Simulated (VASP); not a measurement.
# RbBr (P4/mmm) in VASP: a series of runs, part 2 of 2

VASP 6.6.1.

## Step 4: Single point, r2SCAN (uniaxial z strain -3.5%)

File POSCAR:

```
RbBr
1.0
    4.1279266522      0.0000000000      0.0000000000
    0.0000000000      4.1279266522      0.0000000000
    0.0000000000      0.0000000000      3.9834492194
Rb Br
1 1
Direct
    0.0000000000      0.0000000000      0.0000000000
    0.5000000000      0.5000000000      0.5000000000
```

File INCAR.step1:

```
SYSTEM = RbBr
PREC     = Accurate       ! precision mode
ENCUT    = 520            ! plane-wave cutoff, eV
ISMEAR   = 0              ! smearing method
SIGMA    = 0.01           ! smearing width, eV
LREAL    = .False.        ! projectors in reciprocal space
LASPH    = .True.         ! aspherical terms in the spheres
NELM     = 80             ! most SCF steps
NBANDS   = 15             ! bands
GGA      = PE             ! functional
ALGO     = Normal         ! electronic algorithm
EDIFF    = 1E-4           ! SCF threshold, eV
LWAVE    = .True.         ! write WAVECAR
LCHARG   = .False.        ! write CHGCAR
```

File INCAR.step2:

```
SYSTEM = RbBr
PREC     = Accurate       ! precision mode
ENCUT    = 520            ! plane-wave cutoff, eV
EDIFF    = 1E-6           ! SCF threshold, eV
ISMEAR   = 0              ! smearing method
SIGMA    = 0.01           ! smearing width, eV
LREAL    = .False.        ! projectors in reciprocal space
LASPH    = .True.         ! aspherical terms in the spheres
NELM     = 80             ! most SCF steps
ALGO     = Normal         ! electronic algorithm
ISIF     = 2              ! what is computed and relaxed
LWAVE    = .False.        ! write WAVECAR
LCHARG   = .False.        ! write CHGCAR
METAGGA  = R2SCAN         ! meta-GGA
LMIXTAU  = .True.       
NBANDS   = 15             ! bands
ISTART   = 1
```

File KPOINTS:

```
regular mesh
0
Gamma
  6 6 6
  0 0 0
```

Potentials or basis: VASP PAW PBE potentials, release 64 (Rb_sv, Br).

Run with:

```bash
> cat potpaw_PBE.64/Rb_sv/POTCAR potpaw_PBE.64/Br/POTCAR > POTCAR
> cp INCAR.step1 INCAR
> mpirun -np 1 vasp_std > vasp.out
> cp INCAR.step2 INCAR
> mpirun -np 1 vasp_std > vasp.out
```

OUTCAR:

```text
SYSTEM = RbBr
   PREC = Accurate
   ENCUT = 520
   EDIFF = 1E-6
   ISMEAR = 0
   LREAL = .False.
   LASPH = .True.
   NELM = 80
   ISIF = 2
   METAGGA = R2SCAN
   ISTART = 1

 ion  position               nearest neighbor table
   1  0.000  0.000  0.000-   2 3.53   2 3.53   2 3.53   2 3.53   2 3.53   2 3.53   2 3.53   2 3.53

   2  0.500  0.500  0.500-   1 3.53   1 3.53   1 3.53   1 3.53   1 3.53   1 3.53   1 3.53   1 3.53

  LATTYP: Found a simple tetragonal cell.
 ALAT       =     4.1279266522
 C/A-ratio  =     0.9650000000

  Lattice vectors:

 A1 = (   4.1279266522,   0.0000000000,   0.0000000000)
 A2 = (   0.0000000000,   4.1279266522,   0.0000000000)
 A3 = (   0.0000000000,   0.0000000000,   3.9834492194)

Analysis of symmetry for initial positions (statically):
=====================================================================
 Subroutine PRICEL returns:
 Original cell was already a primitive cell.

 Routine SETGRP: Setting up the symmetry group for a
 simple tetragonal supercell.

 Subroutine GETGRP returns: Found 16 space group operations
 (whereof 16 operations were pure point group operations)
 out of a pool of 16 trial point group operations.

The static configuration has the point symmetry D_4h.

Analysis of symmetry for dynamics (positions and initial velocities):
=====================================================================
 Subroutine PRICEL returns:
 Original cell was already a primitive cell.

 Routine SETGRP: Setting up the symmetry group for a
 simple tetragonal supercell.

 Subroutine GETGRP returns: Found 16 space group operations
 (whereof 16 operations were pure point group operations)
 out of a pool of 16 trial point group operations.

The dynamic configuration has the point symmetry D_4h.

 Subroutine INISYM returns: Found 16 space group operations
 (whereof 16 operations are pure point group operations),
 and found     1 'primitive' translations

----------------------------------------------------------------------------------------
[... 118 lines left out ...]
   METAGGA = R2SCAN    functional components
   LHFCALC =     F    Hartree Fock is set to
   AEXX    =    0.0000 exact exchange contribution
   IVDW    =     0    specifies the selected vdW correction
   LEPSILON=     F    determine dielectric tensor
   LRPA    =     F    only Hartree local field effects (RPA)
 non-spin polarized calculation
 Gauss-broadening in eV      SIGMA  =   0.01
  energy-cutoff  :      520.00
  volume of cell :       67.88
 maximum number of plane-waves:      1862
 NGX is ok and might be reduce to    32
   NGX = 15   NGY = 15   NGZ = 15

 number of electron      16.0000000 magnetization

 Free energy of the ion-electron system (eV)
  ---------------------------------------------------
  ext. energy  EPLUGINS =         0.00000000
  ---------------------------------------------------
  free energy    TOTEN  =       -31.09918619 eV

  energy without entropy =      -31.09918619  energy(sigma->0) =      -31.09918619

 E-fermi :  -0.7163     XC(G=0):  -8.4834

 val. band max:       -0.7598787904   @ k =   0.5000   0.5000   0.0000
 cond. band min:       4.0714761371   @ k =   0.0000   0.0000   0.0000
 fundamental gap:      4.8313549275
 Fermi energy:        -0.7163392522

 k-point     1 :       0.0000    0.0000    0.0000
  band No.  band energies     occupation
      1     -26.7292      2.00000
      2     -13.9955      2.00000
      3     -10.1699      2.00000
      4     -10.1699      2.00000
      5     -10.1358      2.00000
      6      -1.0964      2.00000
      7      -1.0964      2.00000
      8      -0.8995      2.00000
      9       4.0715      0.00000
     10       5.1143      0.00000
     11       5.2865      0.00000
     12       9.7150      0.00000
     13      10.0456      0.00000
     14      10.0456      0.00000
[... 401 lines left out ...]
      2     -13.8285      2.00000
      3     -10.4469      2.00000
      4     -10.4072      2.00000
      5     -10.0832      2.00000
      6      -2.1300      2.00000
      7      -1.8096      2.00000
      8      -1.0040      2.00000
      9       5.5429      0.00000
     10       6.2349      0.00000
     11       8.0173      0.00000
     12       8.1816      0.00000
     13       9.1881      0.00000
     14      10.5023      0.00000
     15      11.5332      0.00000

 [... further k-points ...]
[... 5 lines left out ...]
  --------------------------------------------------------------------------------------
  -------------------------------------------------------------------------------------
  Total        0.1348965      0.1348965      0.6220711      0.0000000      0.0000000      0.0000000
  in kB        3.1841096      3.1841096     14.6834256      0.0000000      0.0000000      0.0000000
  external PRESSURE =       7.0172149 kB  Pullay stress =       0.0000000 kB

 VOLUME and BASIS-vectors are now :
 -----------------------------------------------------------------------------
  energy-cutoff  :      520.00
  volume of cell :       67.88
      direct lattice vectors                 reciprocal lattice vectors
     4.127926652  0.000000000  0.000000000     0.242252366  0.000000000  0.000000000
     0.000000000  4.127926652  0.000000000     0.000000000  0.242252366  0.000000000
     0.000000000  0.000000000  3.983449219     0.000000000  0.000000000  0.251038722

 POSITION                                       TOTAL-FORCE (eV/Angst)
 -----------------------------------------------------------------------------------
      0.00000      0.00000      0.00000         0.000000      0.000000      0.000000
      2.06396      2.06396      1.99172         0.000000      0.000000      0.000000
 -----------------------------------------------------------------------------------
    total drift:                                0.000000      0.000000     -0.000000

  FREE ENERGIE OF THE ION-ELECTRON SYSTEM (eV)
  ---------------------------------------------------
  free  energy   TOTEN  =       -31.0991861852 eV

  energy  without entropy=      -31.0991861852  energy(sigma->0) =      -31.09918619
```

Wall time 68 s (1 thread of Intel Xeon Platinum 8488C (Sapphire Rapids), shared host); peak memory 0.19 GiB.

Results:

* Free energy: -31.0992 eV
* Pressure: 0.7 GPa
* Band gap on the k mesh: 4.83 eV, indirect (least direct gap 4.97 eV)

Levels at points of the mesh, in eV from the valence-band top:
```
           k point  band 4  band 5  band 6  band 7  band 8  band 9  band 10  band 11  band 12  band 13
(0.00, 0.00, 0.00)   -9.41   -9.38   -0.34   -0.34   -0.14    4.83     5.87     6.05    10.47    10.81
(0.50, 0.00, 0.00)   -9.36   -9.33   -1.91   -0.45   -0.22    7.30     7.83     8.38     9.29    10.74
(0.50, 0.50, 0.00)   -9.73   -9.30   -1.22   -1.22    0.00    5.78     7.03     8.82     8.82    11.70
(0.00, 0.00, 0.50)   -9.34   -9.34   -1.93   -0.40   -0.40    7.40     7.90     8.58     9.20    10.46
(0.50, 0.00, 0.50)   -9.70   -9.31   -1.27   -1.18   -0.17    5.85     6.72     8.39     8.51    11.78
(0.50, 0.50, 0.50)   -9.61   -9.61   -1.59   -1.52   -1.52    8.82     8.82     9.02    10.07    10.07
```

Caveat: the cell differs from its parent crystal (uniaxial z strain -3.5%); the PAW data sets were made with another functional, which shifts forces and pressure a little. A k mesh can miss the band edges.

## Step 5: Single point, r2SCAN (biaxial xy strain -1.0%)

File POSCAR:

```
RbBr
1.0
    4.0849962150      0.0000000000      0.0000000000
    0.0000000000      4.0849962150      0.0000000000
    0.0000000000      0.0000000000      4.1279266522
Rb Br
1 1
Direct
    0.0000000000      0.0000000000      0.0000000000
    0.5000000000      0.5000000000      0.5000000000
```

File INCAR.step1:

```
PREC = Accurate
ENCUT = 520
ISMEAR = 0
SIGMA = 0.01
LREAL = False
LASPH = True
NELM = 100
NBANDS = 15
GGA = PE
ALGO = Normal
EDIFF = 1E-4
LWAVE = True
LCHARG = False
```

File INCAR.step2:

```
PREC = Accurate
ENCUT = 520
EDIFF = 1E-7
ISMEAR = 0
SIGMA = 0.01
LREAL = False
LASPH = True
NELM = 100
ALGO = Normal
ISIF = 2
LWAVE = False
LCHARG = False
METAGGA = R2SCAN
LMIXTAU = True
NBANDS = 15
ISTART = 1
```

File KPOINTS:

```
Automatic mesh
0
Gamma
  6 6 6
```

Potentials or basis: VASP PAW PBE potentials, release 64 (Rb_sv, Br).

Run with:

```bash
> cat potpaw_PBE.64/Rb_sv/POTCAR potpaw_PBE.64/Br/POTCAR > POTCAR
> cp INCAR.step1 INCAR
> mpirun -np 1 vasp_std > vasp.out
> cp INCAR.step2 INCAR
> mpirun -np 1 vasp_std > vasp.out
```

OUTCAR:

```text
PREC = Accurate
   ENCUT = 520
   EDIFF = 1E-7
   ISMEAR = 0
   LREAL = False
   LASPH = True
   NELM = 100
   ISIF = 2
   METAGGA = R2SCAN
   ISTART = 1

 ion  position               nearest neighbor table
   1  0.000  0.000  0.000-   2 3.55   2 3.55   2 3.55   2 3.55   2 3.55   2 3.55   2 3.55   2 3.55

   2  0.500  0.500  0.500-   1 3.55   1 3.55   1 3.55   1 3.55   1 3.55   1 3.55   1 3.55   1 3.55

  LATTYP: Found a simple tetragonal cell.
 ALAT       =     4.0849962150
 C/A-ratio  =     1.0105092967

  Lattice vectors:

[... 610 lines left out ...]
     10       6.2571      0.00000
     11       8.1297      0.00000
     12       8.1379      0.00000
     13       9.0316      0.00000
     14      10.1368      0.00000
     15      11.5302      0.00000

 [... further k-points ...]
[... 5 lines left out ...]
  --------------------------------------------------------------------------------------
  -------------------------------------------------------------------------------------
  Total        0.2214696      0.2214696      0.0807235      0.0000000      0.0000000      0.0000000
  in kB        5.1512126      5.1512126      1.8775663      0.0000000      0.0000000      0.0000000
  external PRESSURE =       4.0599971 kB  Pullay stress =       0.0000000 kB

 VOLUME and BASIS-vectors are now :
 -----------------------------------------------------------------------------
  energy-cutoff  :      520.00
  volume of cell :       68.88
      direct lattice vectors                 reciprocal lattice vectors
     4.084996215  0.000000000  0.000000000     0.244798268  0.000000000  0.000000000
     0.000000000  4.084996215  0.000000000     0.000000000  0.244798268  0.000000000
     0.000000000  0.000000000  4.127926652     0.000000000  0.000000000  0.242252366

 POSITION                                       TOTAL-FORCE (eV/Angst)
 -----------------------------------------------------------------------------------
      0.00000      0.00000      0.00000         0.000000      0.000000      0.000000
      2.04250      2.04250      2.06396         0.000000      0.000000      0.000000
 -----------------------------------------------------------------------------------
    total drift:                                0.000000      0.000000     -0.000000

  FREE ENERGIE OF THE ION-ELECTRON SYSTEM (eV)
  ---------------------------------------------------
  free  energy   TOTEN  =       -31.1079569461 eV

  energy  without entropy=      -31.1079569461  energy(sigma->0) =      -31.10795695
```

It took 98 s on 1 thread of Intel Xeon Platinum 8488C (Sapphire Rapids), shared host; peak memory 0.2 GiB.

What came out:

```
Free energy            : -31.1080 eV
Pressure               : 0.4 GPa
Band gap on the k mesh : 4.89 eV, indirect (least direct gap 5.04 eV)
```

Levels at points of the mesh, in eV from the valence-band top:
```tsv
k point	band 5	band 6	band 7	band 8	band 9	band 10	band 11	band 12
(0.00, 0.00, 0.00)	-9.31	-0.21	-0.15	-0.15	4.89	6.06	6.10	10.73
(0.50, 0.00, 0.00)	-9.26	-1.77	-0.29	-0.22	7.45	7.90	8.49	9.34
(0.50, 0.50, 0.00)	-9.23	-1.11	-1.11	-0.05	5.94	6.86	8.60	8.60
(0.00, 0.00, 0.50)	-9.26	-1.77	-0.24	-0.24	7.43	7.88	8.41	9.36
(0.50, 0.00, 0.50)	-9.22	-1.12	-1.09	0.00	5.91	6.94	8.68	8.72
(0.50, 0.50, 0.50)	-9.53	-1.41	-1.41	-1.39	8.90	8.95	8.95	10.17
```

Caveat: the cell differs from its parent crystal (biaxial xy strain -1.0%); the PAW data sets were made with another functional, which shifts forces and pressure a little. A k mesh can miss the band edges.

## Step 6: Single point, HSE06 (uniaxial z strain -3.5%)

File POSCAR:

```
RbBr
1.0
    4.1279266522      0.0000000000      0.0000000000
    0.0000000000      4.1279266522      0.0000000000
    0.0000000000      0.0000000000      3.9834492194
Rb Br
1 1
Direct
    0.0000000000      0.0000000000      0.0000000000
    0.5000000000      0.5000000000      0.5000000000
```

File INCAR.step1:

```
SYSTEM = RbBr
PREC     = Accurate       ! precision mode
ENCUT    = 520            ! plane-wave cutoff, eV
EDIFF    = 1E-5           ! SCF threshold, eV
ISMEAR   = 0              ! smearing method
SIGMA    = 0.01           ! smearing width, eV
LREAL    = .FALSE.        ! projectors in reciprocal space
LASPH    = .TRUE.         ! aspherical terms in the spheres
NELM     = 100            ! most SCF steps
ALGO     = Normal         ! electronic algorithm
ISIF     = 2              ! what is computed and relaxed
LWAVE    = .TRUE.         ! write WAVECAR
LCHARG   = .FALSE.        ! write CHGCAR
GGA      = PE             ! functional
NBANDS   = 15             ! bands
```

File INCAR.step2:

```
SYSTEM = RbBr
PREC     = Accurate       ! precision mode
ENCUT    = 520            ! plane-wave cutoff, eV
EDIFF    = 1E-6           ! SCF threshold, eV
ISMEAR   = 0              ! smearing method
SIGMA    = 0.01           ! smearing width, eV
LREAL    = .FALSE.        ! projectors in reciprocal space
LASPH    = .TRUE.         ! aspherical terms in the spheres
NELM     = 100            ! most SCF steps
ALGO     = Normal         ! electronic algorithm
ISIF     = 2              ! what is computed and relaxed
LWAVE    = .FALSE.        ! write WAVECAR
LCHARG   = .FALSE.        ! write CHGCAR
GGA      = PE             ! functional
LHFCALC  = .TRUE.         ! exact exchange
HFSCREEN = 0.2079         ! screening, 1/A
PRECFOCK = Normal       
ISTART   = 1            
NBANDS   = 15             ! bands
```

File KPOINTS:

```
regular mesh
0
G
  4 4 4
  0 0 0
```

Potentials or basis: VASP PAW PBE potentials, release 64 (Rb_sv, Br).

Run with:

```bash
> cat potpaw_PBE.64/Rb_sv/POTCAR potpaw_PBE.64/Br/POTCAR > POTCAR
> cp INCAR.step1 INCAR
> mpirun -np 1 vasp_std > vasp.out
> cp INCAR.step2 INCAR
> mpirun -np 1 vasp_std > vasp.out
```

It took 9.9 min on 1 thread of Intel Xeon Platinum 8488C (Sapphire Rapids), shared host; peak memory 0.29 GiB.

It converged, with:

| Item | Value |
| --- | --- |
| Free energy | -6.9489 eV |
| Pressure | 1.1 GPa |
| Band gap on the k mesh | 5.26 eV, indirect (least direct gap 5.41 eV) |

Stress tensor (GPa, compression positive):
```
0.72 0.00 0.00
0.00 0.72 0.00
0.00 0.00 1.88
```

Levels at points of the mesh, in eV from the valence-band top:
```
           k point  band 6  band 7  band 8  band 9  band 10  band 11
(0.00, 0.00, 0.00)   -0.35   -0.35   -0.15    5.26     6.52     6.69
(0.50, 0.00, 0.00)   -2.02   -0.46   -0.23    8.01     8.35     8.99
(0.50, 0.50, 0.00)   -1.29   -1.29    0.00    6.34     7.57     9.46
(0.00, 0.00, 0.50)   -2.05   -0.41   -0.41    8.12     8.41     9.19
(0.50, 0.00, 0.50)   -1.35   -1.25   -0.17    6.42     7.28     9.02
(0.50, 0.50, 0.50)   -1.68   -1.60   -1.60    9.40     9.40     9.58
```

Caveat: the cell differs from its parent crystal (uniaxial z strain -3.5%); the PAW data sets were made with another functional, which shifts forces and pressure a little. A k mesh can miss the band edges.

## Step 7: Overview

```csv
level,cell,k mesh,smearing,grid for exact exchange (PRECFOCK),screening parameter,gap on the mesh (eV),pressure (GPa)
PBE,"a = 4.128, b = 4.128, c = 3.983 Å, 2 atoms",6 × 6 × 6,fermi-dirac 0.02 eV,-,-,4.07,1.5
PBE,"a = 4.085, b = 4.085, c = 4.128 Å, 2 atoms",6 × 6 × 6,fermi-dirac 0.02 eV,-,-,4.13,1.2
r2SCAN,"a = 4.128, b = 4.128, c = 3.983 Å, 2 atoms",6 × 6 × 6,gaussian 0.01 eV,-,-,4.83,0.7
r2SCAN,"a = 4.085, b = 4.085, c = 4.128 Å, 2 atoms",6 × 6 × 6,gaussian 0.01 eV,-,-,4.89,0.4
HSE06,"a = 4.128, b = 4.128, c = 3.983 Å, 2 atoms",4 × 4 × 4,gaussian 0.01 eV,Normal,0.2079 1/Å,5.26,1.1
```

Alike in all rows: task single point; potentials or basis VASP PAW PBE potentials, release 64 (Rb_sv, Br); no spin polarisation; cutoff (eV) 520.

Caveats: the PAW data sets were made with another functional, which shifts forces and pressure a little (some runs).

Total energies depend on the potentials used, so only differences within one code and one set of settings carry meaning.
